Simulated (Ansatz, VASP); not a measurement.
ZnO in VASP and in Ansatz

```
CELL_PARAMETERS angstrom
3.23527 0.00000 0.00000
-1.61764 2.80183 0.00000
0.00000 0.00000 5.21093
ATOMIC_POSITIONS crystal
Zn 0.33333 0.66667 0.00168
Zn 0.66667 0.33333 0.50168
O 0.33333 0.66667 0.38132
O 0.66667 0.33333 0.88132
```

Alike in both runs: functional r2SCAN; k mesh 12 × 12 × 8; occupations gaussian, width 0.02 eV; no spin polarisation.

Ansatz relaxed the structure, and its values are those at the end. VASP's run is a single point on that final structure, the one shown.

|  | VASP | Ansatz |
| --- | --- | --- |
| version | VASP 6.6.1 | Ansatz 0.2.0 |
| potentials or method | VASP PAW PBE potentials, release 64 (Zn, O), cutoff 520 eV | scalar-relativistic, plane waves, PAW |
| valence electrons in the cell | 36 | 36 |

```tsv
	VASP	Ansatz	Ansatz less VASP
gap on the k mesh at the Fermi level (eV)	1.24	1.23	0.000
least direct gap on the mesh (eV)	1.24	1.23	0.000
pressure (GPa)	1.0	0.0	-0.98
rms of the force components (eV/Å)	0.007	0.001	-0.0057
```

VASP's potentials were made for PBE, not for r2SCAN.
